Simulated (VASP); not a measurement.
## Li3TeCl: single point with LDA

The system is Li3TeCl.

```
Cl Te Li
1.0
     5.05194    0.00000    0.00000
     0.00000    5.05194    0.00000
     0.00000    0.00000    5.05194
Cl Te Li
1 1 3
Direct
  0.00000 0.00000 0.00000
  0.50000 0.50000 0.50000
  0.50000 0.50000 0.00000
  0.00000 0.50000 0.50000
  0.50000 0.00000 0.50000
```

* Program: VASP 6.6.1
* Task: single point
* Functional: LDA
* Potentials or basis: VASP PAW LDA potentials, release 64 (Cl, Te, Li_sv)
* Cutoff: 520 eV
* k mesh: 3 × 3 × 3
* Occupations: methfessel-paxton, width 0.01 eV
* Spin: no spin polarisation
* Dipole correction: no
* Further INCAR settings: ALGO = Normal; EDIFF = 1e-06; NBANDS = 19

```yaml
Band_gap_on_the_k_mesh: 3.43 eV, indirect (least direct gap 3.62 eV)
```

Levels at points of the mesh, in eV from the valence-band top:
| k point | band 9 | band 10 | band 11 | band 12 | band 13 | band 14 |
| --- | --- | --- | --- | --- | --- | --- |
| (0.00, 0.00, 0.00) | -0.19 | -0.19 | -0.19 | 3.43 | 5.36 | 5.36 |

Run time: 9.1 s on 1 thread of Intel(R) Xeon(R) Platinum 8488C (Sapphire Rapids), on a shared host, peak memory 0.19 GiB.

Caveat: spin-orbit coupling is left out, which moves the levels of the heavy elements. A hybrid or GW would open this gap; LDA tends to underestimate it.
